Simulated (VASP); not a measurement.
**ZrC: single point with PBE+D3(BJ)**

The system is ZrC.

```
Zr C
1.0
     0.00000    2.33759    2.33759
     2.33759    0.00000    2.33759
     2.33759    2.33759    0.00000
Zr C
1 1
Direct
  0.00000 0.00000 0.00000
  0.50000 0.50000 0.50000
```

```yaml
Program: VASP 6.6.1
Task: single point
Functional: PBE
Dispersion: D3(BJ)
Potentials_or_basis: VASP PAW PBE potentials, release 64 (Zr_sv, C)
Cutoff: 600 eV
k_mesh: 6 × 6 × 6
Occupations: gaussian, width 0.1 eV
Spin: no spin polarisation
```

- Pressure: -0.1 GPa
- Band gap on the k mesh: zero (band 8 reaches 10.75 eV, above the bottom of band 9 at 9.56 eV)
- Dispersion energy per atom: -0.406 eV

Levels at points of the mesh, in eV from the Fermi level:
| k point | band 5 | band 6 | band 7 | band 8 | band 9 | band 10 | band 11 | band 12 |
| --- | --- | --- | --- | --- | --- | --- | --- | --- |
| (0.00, 0.00, 0.00) | -11.29 | 1.01 | 1.01 | 1.01 | 1.16 | 1.16 | 1.16 | 2.92 |
| (0.50, 0.00, 0.00) | -8.14 | -5.29 | -2.92 | -2.92 | 4.65 | 4.65 | 5.50 | 6.67 |
| (0.50, 0.50, 0.00) | -10.14 | -1.96 | -1.75 | 0.15 | 0.15 | 4.60 | 5.84 | 5.84 |

Run time: 11 s on 1 thread of Intel Xeon 6975P-C (shared host), peak memory 0.16 GiB.

Caveat: the k points lie up to 0.39 Å⁻¹ apart; pairwise dispersion overbinds metals, which lowers pressure and volume.
